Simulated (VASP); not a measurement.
A run of VASP 6.6.1 is set up as follows.

The input INCAR:

```
SYSTEM = MgO
  ALGO = Normal
  EDIFF = 1E-7
  EDIFFG = -0.05
  ENCUT = 600
  GGA = PE
  GGA_COMPAT = .FALSE.
  IBRION = 2
  ISIF = 3
  ISMEAR = 0
  LASPH = .TRUE.
  LCHARG = .FALSE.
  LREAL = .FALSE.
  LWAVE = .FALSE.
  NELM = 120
  NELMIN = 4
  NSW = 80
  PREC = Accurate
  PSTRESS = 6.1
  SIGMA = 0.1
```

Contents of KPOINTS:

```
k-points
0
G
  8 8 8
  0 0 0
```

File POSCAR:

```
MgO
1.0
    0.0000000000      2.1085000000      2.1085000000
    2.1085000000      0.0000000000      2.1085000000
    2.1085000000      2.1085000000      0.0000000000
Mg O
1 1
Direct
    0.0000000000      0.0000000000      0.0000000000
    0.5000000000      0.5000000000      0.5000000000
```

Potentials or basis: VASP PAW PBE potentials, release 64 (Mg, O).

The run is started by

```sh
$ cat potpaw_PBE.64/Mg/POTCAR potpaw_PBE.64/O/POTCAR > POTCAR
$ mpirun -np 1 vasp_std > vasp.out
```

Question: Predict the band gap on the k mesh.

Answer: 4.49 eV, direct.

Question: Predict the relaxed volume.

Answer: 9.57 Å³/atom.

Final structure:
```cif
data_structure
_symmetry_space_group_name_H-M 'P 1'
_symmetry_Int_Tables_number 1
_cell_length_a 3.0030
_cell_length_b 3.0030
_cell_length_c 3.0030
_cell_angle_alpha 60.000
_cell_angle_beta 60.000
_cell_angle_gamma 60.000
_cell_volume 19.15
loop_
_atom_site_label
_atom_site_type_symbol
_atom_site_fract_x
_atom_site_fract_y
_atom_site_fract_z
_atom_site_occupancy
Mg1 Mg 0.00000 0.00000 0.00000 1
O1 O 0.50000 0.50000 0.50000 1
```

Caveat: the cell is relaxed towards a set pressure, so the enthalpy falls and the energy may rise. Zero-point motion and thermal expansion aren't in these numbers.
